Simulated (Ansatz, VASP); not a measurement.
**Two plane-wave programs on InAs**

```
CELL_PARAMETERS angstrom
0.00000 3.02900 3.02900
3.02900 0.00000 3.02900
3.02900 3.02900 0.00000
ATOMIC_POSITIONS crystal
In 0.00000 0.00000 0.00000
As 0.25000 0.25000 0.25000
```

Alike in both runs: task relaxation of cell and atoms; functional PBEsol; k mesh 16 × 16 × 16; occupations gaussian, width 0.1 eV; no spin polarisation.

|  | VASP | Ansatz |
| --- | --- | --- |
| version | VASP 6.6.1 | Ansatz 0.2.0 |
| potentials or method | VASP PAW PBE potentials, release 64 (In_d, As), cutoff 600 eV | scalar-relativistic, plane waves, PAW |
| valence electrons in the cell | 18 | 28 |

```tsv
	VASP	Ansatz	Ansatz less VASP
gap on the k mesh at the Fermi level, each at its own relaxed structure (eV)	none	none	-
relaxed volume (Å³/atom)	28.25	28.20	-0.046
relaxed cell length with the largest relative difference (Å)	4.307	4.305	-0.0023
```

VASP's potentials were made for PBE, not for PBEsol, and Ansatz warns of the same on its side. A gap of «none» marks a metal or a gap that the smearing closes. VASP's potentials hold 18 valence electrons a cell and Ansatz's 28, so a difference there can come from the potentials and not from the codes.
